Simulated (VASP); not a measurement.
# Ti (Fm-3m) in VASP: further runs

The runs below take Ti through single point, with PBE.

All numbers are computed with VASP 6.6.1; they aren't measurements. Logs are shortened: lines on timing, memory, paths and dates and some standing lists are left out, and cuts for length are marked.

### Step 1. The cell of the first run

It takes space group Fm-3m (No. 225, cubic). The conventional cell has a = 4.028 Å, b = 4.028 Å, c = 4.028 Å, α = 90.00°, β = 90.00°, γ = 90.00°. Ti (site symmetry m-3m) has 12 Ti at 2.85 Å within 3.8 Å.

This isn't the form of Ti at room conditions, which is hcp.

### Step 2. Single point, PBE, collinear spin (16.34 Å³/atom)

File INCAR:

```
PREC = Accurate
ENCUT = 520
EDIFF = 1E-6
ISMEAR = 0
SIGMA = 0.15
LREAL = F
LASPH = T
NELM = 150
ALGO = Normal
ISIF = 2
LWAVE = F
LCHARG = F
ISPIN = 2
MAGMOM = 0.375
LORBIT = 11
NUPDOWN = 0.375
LMAXMIX = 4
GGA = PE
NBANDS = 16
```

File KPOINTS:

```
Automatic mesh
0
Gamma
  20 20 20
```

File POSCAR:

```
Ti
1.0
    0.0000000000      2.0140264001      2.0140264001
    2.0140264001      0.0000000000      2.0140264001
    2.0140264001      2.0140264001      0.0000000000
Ti
1
Direct
    0.0000000000      0.0000000000      0.0000000000
```

Potentials or basis: VASP PAW PBE potentials, release 64 (Ti_sv).

Started as:

```
$ cat potpaw_PBE.64/Ti_sv/POTCAR > POTCAR
$ mpirun -np 1 vasp_std > vasp.out
```

OUTCAR:

```text
PREC = Accurate
   ENCUT = 520
   EDIFF = 1E-6
   ISMEAR = 0
   LREAL = F
   LASPH = T
   NELM = 150
   ISIF = 2
   ISPIN = 2
   LORBIT = 11
   NUPDOWN = 0.375
   GGA = PE

 ion  position               nearest neighbor table
   1  0.000  0.000  0.000-

  LATTYP: Found a face centered cubic cell.
 ALAT       =     4.0280528002

  Lattice vectors:

 A1 = (   0.0000000000,   2.0140264001,   2.0140264001)
 A2 = (   2.0140264001,   0.0000000000,   2.0140264001)
 A3 = (   2.0140264001,   2.0140264001,   0.0000000000)

Analysis of symmetry for initial positions (statically):
=====================================================================
 Subroutine PRICEL returns:
 Original cell was already a primitive cell.

 Routine SETGRP: Setting up the symmetry group for a
 face centered cubic supercell.

 Subroutine GETGRP returns: Found 48 space group operations
 (whereof 48 operations were pure point group operations)
 out of a pool of 48 trial point group operations.

The static configuration has the point symmetry O_h .

Analysis of symmetry for dynamics (positions and initial velocities):
=====================================================================
 Subroutine PRICEL returns:
 Original cell was already a primitive cell.

 Routine SETGRP: Setting up the symmetry group for a
 face centered cubic supercell.

 Subroutine GETGRP returns: Found 48 space group operations
 (whereof 48 operations were pure point group operations)
 out of a pool of 48 trial point group operations.

The dynamic configuration has the point symmetry O_h .

Analysis of structural, dynamic, and magnetic symmetry:
=====================================================================
 Subroutine PRICEL returns:
 Original cell was already a primitive cell.

 Routine SETGRP: Setting up the symmetry group for a
 face centered cubic supercell.

 Subroutine GETGRP returns: Found 48 space group operations
 (whereof 48 operations were pure point group operations)
 out of a pool of 48 trial point group operations.

The overall configuration has the point symmetry O_h .

 Subroutine INISYM returns: Found 48 space group operations
 (whereof 48 operations are pure point group operations),
 and found     1 'primitive' translations

----------------------------------------------------------------------------------------

                                     Primitive cell

  volume of cell :      16.3390

  direct lattice vectors                    reciprocal lattice vectors
     0.000000000  2.014026400  2.014026400    -0.248258911  0.248258911  0.248258911
     2.014026400  0.000000000  2.014026400     0.248258911 -0.248258911  0.248258911
     2.014026400  2.014026400  0.000000000     0.248258911  0.248258911 -0.248258911

  length of vectors
     2.848263450  2.848263450  2.848263450     0.429997047  0.429997047  0.429997047

  position of ions in fractional coordinates (direct lattice)
     0.000000000  0.000000000  0.000000000

  ion indices of the primitive-cell ions
   primitive index   ion index
                 1           1

----------------------------------------------------------------------------------------

 KPOINTS: Automatic mesh

Automatic generation of k-mesh.
 Grid dimensions read from file:
 generate k-points for:   20   20   20

 Generating k-lattice:

  Cartesian coordinates                     Fractional coordinates (reciprocal lattice)
    -0.012412946  0.012412946  0.012412946     0.050000000  0.000000000  0.000000000
     0.012412946 -0.012412946  0.012412946     0.000000000  0.050000000  0.000000000
     0.012412946  0.012412946 -0.012412946     0.000000000  0.000000000  0.050000000

  Length of vectors
     0.021499852  0.021499852  0.021499852

  Shift w.r.t. Gamma in fractional coordinates (k-lattice)
     0.000000000  0.000000000  0.000000000

 Subroutine IBZKPT returns following result:
 ===========================================

 Found    256 irreducible k-points:

 Following reciprocal coordinates:
            Coordinates               Weight
  0.000000  0.000000  0.000000      1.000000
  0.050000  0.000000  0.000000      8.000000
  0.100000  0.000000  0.000000      8.000000
  0.150000  0.000000  0.000000      8.000000
  0.200000  0.000000  0.000000      8.000000
  0.250000  0.000000  0.000000      8.000000
[... 16 lines left out ...]
 -0.400000  0.050000  0.000000     24.000000
 -0.350000  0.050000  0.000000     24.000000
 [... further k-points ...]
   k-points           NKPTS =    256   k-points in BZ     NKDIM =    256   number of bands    NBANDS=     16
   number of dos      NEDOS =    301   number of ions     NIONS =      1
   total plane-waves  NPLWV =  13824
   dimension x,y,z NGX =    24 NGY =   24 NGZ =   24
   dimension x,y,z NGXF=    48 NGYF=   48 NGZF=   48
   ions per type =               1
   NGX,Y,Z   is equivalent  to a cutoff of  14.01, 14.01, 14.01 a.u.
   NGXF,Y,Z  is equivalent  to a cutoff of  28.02, 28.02, 28.02 a.u.
 SYSTEM =  unknown system
   PREC   = accura    normal or accurate (medium, high low for compatibility)
   ISTART =      0    job   : 0-new  1-cont  2-samecut
   ICHARG =      2    charge: 1-file 2-atom 10-const
   ISPIN  =      2    spin polarized calculation?
   LNONCOLLINEAR =      F non collinear calculations
   LSORBIT =      F    spin-orbit coupling
   LASPH  =      T    aspherical Exc in radial PAW
   ENCUT  =  520.0 eV  38.22 Ry    6.18 a.u.   5.30  5.30  5.30*2*pi/ulx,y,z
   NELM   =    150;   NELMIN=  2; NELMDL= -5     # of ELM steps
   EDIFF  = 0.1E-05   stopping-criterion for ELM
   LREAL  =      F    real-space projection
   EDIFFG = 0.1E-04   stopping-criterion for IOM
   NSW    =      0    number of steps for IOM
   IBRION =     -1    ionic relax: 0-MD 1-quasi-New 2-CG
   NFREE  =      0    steps in history (QN), initial steepest desc. (CG)
   ISIF   =      2    stress and relaxation
   ISYM   =      2    0-nonsym 1-usesym 2-fastsym
   POTIM  = 0.5000    time-step for ionic-motion
   TEBEG  =    0.0;   TEEND  =   0.0 temperature during run
   PSTRESS=    0.0 pullay stress
   NELECT =      12.0000    total number of electrons
   NUPDOWN=       0.3750    fix difference up-down
   EMIN   =  10.00;   EMAX   =-10.00  energy-range for DOS
   EFERMI =   0.00;   METHOD = LEGACY
   ISMEAR =     0;   SIGMA  =   0.15  broadening in eV -4-tet -1-fermi 0-gaus
   EFERMI_NEDOS =   21; number of points for ismear=-14 and -15
   IALGO  =     38    algorithm
   IMIX   =      4    mixing-type and parameters
     AMIX     =   0.40;   BMIX     =  1.00
     AMIX_MAG =   1.60;   BMIX_MAG =  1.00
  volume/ion in A,a.u.               =      16.34       110.26
  Fermi-wavevector in a.u.,A,eV,Ry     =   1.477044  2.791208 29.683271  2.181659
  Thomas-Fermi vector in A             =   2.591496
   LORBIT       =     11    0 simple, 1 ext, 2 COOP (PROOUT), +10 PAW based schemes
   GGA     = PE    functional components
   LHFCALC =     F    Hartree Fock is set to
   AEXX    =    0.0000 exact exchange contribution
   IVDW    =     0    specifies the selected vdW correction
   LEPSILON=     F    determine dielectric tensor
   LRPA    =     F    only Hartree local field effects (RPA)
 spin polarized calculation
 Gauss-broadening in eV      SIGMA  =   0.15
  energy-cutoff  :      520.00
  volume of cell :       16.34
 maximum number of plane-waves:       459
 NGX is ok and might be reduce to    24
   NGX = 11   NGY = 11   NGZ = 11

 number of electron      12.0000000 magnetization       0.3750000

 Free energy of the ion-electron system (eV)
  ---------------------------------------------------
  ext. energy  EPLUGINS =         0.00000000
  ---------------------------------------------------
  free energy    TOTEN  =        -7.74898141 eV

  energy without entropy =       -7.73109851  energy(sigma->0) =       -7.74003996

 E-fermi :   8.8044     XC(G=0): -11.7852

 val. band max:        8.9805270564   @ k =  -0.3500   0.2500   0.1000
 cond. band min:       8.8086299155   @ k =  -0.3000   0.1500   0.0500
 fundamental gap:     -0.1718971409
 Fermi energy:         8.9859595980

 spin component 1

 k-point     1 :       0.0000    0.0000    0.0000
  band No.  band energies     occupation
      1     -47.8242      1.00000
      2     -23.6055      1.00000
      3     -23.6055      1.00000
      4     -23.6055      1.00000
      5       2.5027      1.00000
      6       9.6603      0.00000
[... 8 lines left out ...]
     15      33.0507      0.00000
     16      34.5356      0.00000

 k-point     2 :       0.0500    0.0000    0.0000
  band No.  band energies     occupation
      1     -47.8204      1.00000
      2     -23.6263      1.00000
      3     -23.6080      1.00000
      4     -23.6080      1.00000
      5       2.5889      1.00000
      6       9.6046      0.00000
[... 8 lines left out ...]
     15      33.5138      0.00000
     16      34.4952      0.00000
[... 387 lines left out ...]
      5       5.9362      1.00000
      6       9.0949      0.15212
[... 8 lines left out ...]
     15      32.0295      0.00000
     16      32.3413      0.00000

 k-point    24 :      -0.3500    0.0500    0.0000
  band No.  band energies     occupation
      1     -47.6918      1.00000
      2     -24.2871      1.00000
      3     -23.7139      1.00000
      4     -23.6869      1.00000
      5       5.6702      1.00000
      6       8.8334      0.92482
[... 8 lines left out ...]
     15      31.8433      0.00000
     16      32.2350      0.00000

 [... further k-points ...]

 spin component 2

 k-point     1 :       0.0000    0.0000    0.0000
  band No.  band energies     occupation
      1     -47.6013      1.00000
      2     -23.3840      1.00000
      3     -23.3840      1.00000
      4     -23.3840      1.00000
      5       2.7974      1.00000
      6       9.9505      0.00000
[... 8 lines left out ...]
     15      33.2578      0.00000
     16      34.8682      0.00000

 k-point     2 :       0.0500    0.0000    0.0000
  band No.  band energies     occupation
      1     -47.5975      1.00000
      2     -23.4047      1.00000
      3     -23.3866      1.00000
      4     -23.3866      1.00000
      5       2.8836      1.00000
      6       9.8958      0.00000
[... 8 lines left out ...]
     15      33.7396      0.00000
     16      34.8273      0.00000
[... 387 lines left out ...]
      5       6.2538      1.00000
      6       9.3577      0.00000
[... 8 lines left out ...]
     15      32.2790      0.00000
     16      32.6048      0.00000

 k-point    24 :      -0.3500    0.0500    0.0000
  band No.  band energies     occupation
      1     -47.4694      1.00000
      2     -24.0619      1.00000
      3     -23.4917      1.00000
      4     -23.4649      1.00000
      5       5.9802      1.00000
      6       9.1167      0.00162
[... 8 lines left out ...]
     15      32.0862      0.00000
     16      32.5090      0.00000

 [... further k-points ...]

------------------------ aborting loop because EDIFF is reached ----------------------------------------

  FORCE on cell =-STRESS in cart. coord.  units (eV):
  Direction    XX          YY          ZZ          XY          YZ          ZX
  --------------------------------------------------------------------------------------
  -------------------------------------------------------------------------------------
  Total        0.7700614      0.7700614      0.7700614      0.0000000     -0.0000000      0.0000000
  in kB       75.5110417     75.5110417     75.5110417      0.0000000     -0.0000000      0.0000000
  external PRESSURE =      75.5110417 kB  Pullay stress =       0.0000000 kB

 VOLUME and BASIS-vectors are now :
 -----------------------------------------------------------------------------
  energy-cutoff  :      520.00
  volume of cell :       16.34
      direct lattice vectors                 reciprocal lattice vectors
     0.000000000  2.014026400  2.014026400    -0.248258911  0.248258911  0.248258911
     2.014026400  0.000000000  2.014026400     0.248258911 -0.248258911  0.248258911
     2.014026400  2.014026400  0.000000000     0.248258911  0.248258911 -0.248258911

 POSITION                                       TOTAL-FORCE (eV/Angst)
 -----------------------------------------------------------------------------------
      0.00000      0.00000      0.00000        -0.000000      0.000000      0.000000
 -----------------------------------------------------------------------------------
    total drift:                               -0.000000      0.000000     -0.000000

  FREE ENERGIE OF THE ION-ELECTRON SYSTEM (eV)
  ---------------------------------------------------
  free  energy   TOTEN  =        -7.7489814109 eV

  energy  without entropy=       -7.7310985100  energy(sigma->0) =       -7.74003996

 total charge

# of ion       s       p       d       tot
------------------------------------------
    1        2.260   6.130   1.942  10.332

 magnetization (x)

# of ion       s       p       d       tot
------------------------------------------
    1        0.003   0.030   0.225   0.258
```

It took 44 s on 1 thread of Intel Xeon 6975P-C (Granite Rapids), shared host; peak memory 0.22 GiB.

What came out:

| Property | Result |
| --- | --- |
| Free energy | -7.7490 eV |
| Pressure | 7.6 GPa |
| Net moment | 0.38 μB per cell |
| Site moments | Ti +0.26 μB |
| Valence electrons inside the program's atomic spheres | Ti 10.33 |

Caveat: the cell stands under pressure; the total moment is fixed, so each spin has its own Fermi level and the state may be an excited one.

### Step 3. Single point, PBE, collinear spin (19.47 Å³/atom)

This run uses another cell than the first one, of 19.47 Å³/atom.

File INCAR:

```
ALGO     = Normal         # electronic algorithm
EDIFF    = 1E-6           # SCF threshold, eV
ENCUT    = 520            # plane-wave cutoff, eV
GGA      = PE             # functional
ISIF     = 2              # what is computed and relaxed
ISMEAR   = 0              # smearing method
ISPIN    = 2              # spin polarisation
LASPH    = T              # aspherical terms in the spheres
LCHARG   = T              # write CHGCAR
LELF     = T              # ELF
LMAXMIX  = 4              # l up to which the mixer works
LORBIT   = 11             # projections on sites
LREAL    = F              # projectors in reciprocal space
LVHAR    = T            
LWAVE    = F              # write WAVECAR
MAGMOM   = 0.875          # initial moments
NBANDS   = 16             # bands
NELM     = 150            # most SCF steps
NUPDOWN  = 0.875          # fixed moment
PREC     = Accurate       # precision mode
SIGMA    = 0.15           # smearing width, eV
```

File KPOINTS:

```
k-points
0
Gamma
  20 20 20
```

File POSCAR:

```
Ti
1.0
    0.0000000000      2.1351235515      2.1351235515
    2.1351235515      0.0000000000      2.1351235515
    2.1351235515      2.1351235515      0.0000000000
Ti
1
Direct
    0.0000000000      0.0000000000      0.0000000000
```

Potentials or basis: VASP PAW PBE potentials, release 64 (Ti_sv).

Started as:

```
$ cat potpaw_PBE.64/Ti_sv/POTCAR > POTCAR
$ mpirun -np 1 vasp_std > vasp.out
```

OUTCAR:

```text
EDIFF = 1E-6
   ENCUT = 520
   GGA = PE
   ISIF = 2
   ISMEAR = 0
   ISPIN = 2
   LASPH = T
   LORBIT = 11
   LREAL = F
   NELM = 150
   NUPDOWN = 0.875
   PREC = Accurate

 ion  position               nearest neighbor table
   1  0.000  0.000  0.000-

  LATTYP: Found a face centered cubic cell.
 ALAT       =     4.2702471030

  Lattice vectors:

 A1 = (   0.0000000000,   2.1351235515,   2.1351235515)
 A2 = (   2.1351235515,   0.0000000000,   2.1351235515)
 A3 = (   2.1351235515,   2.1351235515,   0.0000000000)

Analysis of symmetry for initial positions (statically):
=====================================================================
 Subroutine PRICEL returns:
 Original cell was already a primitive cell.

 Routine SETGRP: Setting up the symmetry group for a
 face centered cubic supercell.

 Subroutine GETGRP returns: Found 48 space group operations
 (whereof 48 operations were pure point group operations)
 out of a pool of 48 trial point group operations.

The static configuration has the point symmetry O_h .

Analysis of symmetry for dynamics (positions and initial velocities):
[... 637 lines left out ...]

 spin component 2

 k-point     1 :       0.0000    0.0000    0.0000
  band No.  band energies     occupation
      1     -49.5189      1.00000
      2     -25.4902      1.00000
      3     -25.4902      1.00000
      4     -25.4902      1.00000
      5       1.5781      1.00000
      6       8.2368      0.00000
[... 435 lines left out ...]
      5       4.5712      1.00000
      6       7.3708      0.00002
[... 8 lines left out ...]
     15      27.7689      0.00000
     16      28.3763      0.00000

 [... further k-points ...]

------------------------ aborting loop because EDIFF is reached ----------------------------------------

  FORCE on cell =-STRESS in cart. coord.  units (eV):
  Direction    XX          YY          ZZ          XY          YZ          ZX
  --------------------------------------------------------------------------------------
  -------------------------------------------------------------------------------------
  Total       -1.0359648     -1.0359648     -1.0359648      0.0000000      0.0000000     -0.0000000
  in kB      -85.2622072    -85.2622072    -85.2622072      0.0000000      0.0000000     -0.0000000
  external PRESSURE =     -85.2622072 kB  Pullay stress =       0.0000000 kB

 VOLUME and BASIS-vectors are now :
 -----------------------------------------------------------------------------
  energy-cutoff  :      520.00
  volume of cell :       19.47
      direct lattice vectors                 reciprocal lattice vectors
     0.000000000  2.135123551  2.135123551    -0.234178486  0.234178486  0.234178486
     2.135123551  0.000000000  2.135123551     0.234178486 -0.234178486  0.234178486
     2.135123551  2.135123551  0.000000000     0.234178486  0.234178486 -0.234178486

 POSITION                                       TOTAL-FORCE (eV/Angst)
 -----------------------------------------------------------------------------------
      0.00000      0.00000      0.00000        -0.000000     -0.000000      0.000000
 -----------------------------------------------------------------------------------
    total drift:                                0.000000      0.000000     -0.000000

  FREE ENERGIE OF THE ION-ELECTRON SYSTEM (eV)
  ---------------------------------------------------
  free  energy   TOTEN  =        -7.6553227274 eV

  energy  without entropy=       -7.6364399663  energy(sigma->0) =       -7.64588135

 total charge

# of ion       s       p       d       tot
------------------------------------------
    1        2.227   6.097   1.821  10.145

 magnetization (x)

# of ion       s       p       d       tot
------------------------------------------
    1        0.005   0.050   0.527   0.582
```

stdout:

```text
POSCAR found type information on POSCAR Ti
 POSCAR found :  1 types and       1 ions
 scaLAPACK will be used
 LDA part: xc-table for (Slater+PW92), standard interpolation
 POSCAR, INCAR and KPOINTS ok, starting setup
 FFT: planning ... GRIDC
 FFT: planning ... GRID_SOFT
 FFT: planning ... GRID
 WAVECAR not read
 entering main loop
```

Run time: 71 s. Hardware: 1 thread of Intel Xeon 6975P-C (Granite Rapids), shared host; peak memory 0.23 GiB.

Results:

| Quantity | Value |
| --- | --- |
| Free energy | -7.6553 eV |
| Pressure | -8.5 GPa |
| Net moment | 0.88 μB per cell |
| Site moments | Ti +0.58 μB |
| Valence electrons inside the program's atomic spheres | Ti 10.14 |

Caveat: the cell stands under tension; the total moment is fixed, so each spin has its own Fermi level and the state may be an excited one.

### Step 4. Single point, PBE, collinear spin (19.47 Å³/atom)

This run uses another cell than the first one, of 19.47 Å³/atom.

File INCAR:

```
PREC = Accurate ; ENCUT = 520
EDIFF = 1E-7 ; ISMEAR = 0
SIGMA = 0.15 ; LREAL = False
LASPH = True ; NELM = 150
ALGO = Normal ; ISIF = 2
LWAVE = False ; LCHARG = True
ISPIN = 2 ; MAGMOM = 0.375
LORBIT = 11 ; NUPDOWN = 0.375
LMAXMIX = 4 ; GGA = PE
LELF = True ; LVHAR = True
NBANDS = 16
```

File KPOINTS:

```
Automatic mesh
0
Gamma
  20 20 20
```

POSCAR is that of step 3.

Started as:

```
$ cat potpaw_PBE.64/Ti_sv/POTCAR > POTCAR
$ mpirun -np 1 vasp_std > vasp.out
```

Wall time 62 s (1 thread of Intel Xeon 6975P-C (Granite Rapids), shared host); peak memory 0.23 GiB.

It converged, with:

```yaml
Free_energy: -7.7059 eV
Pressure: -9.8 GPa
Net_moment: 0.38 μB per cell
Site_moments: Ti +0.25 μB
Valence_electrons_inside_the_program's_atomic_spheres: Ti 10.14
```

Caveat: the cell stands under tension; the total moment is fixed, so each spin has its own Fermi level and the state may be an excited one.

(Part 1 of 2 ends here.)
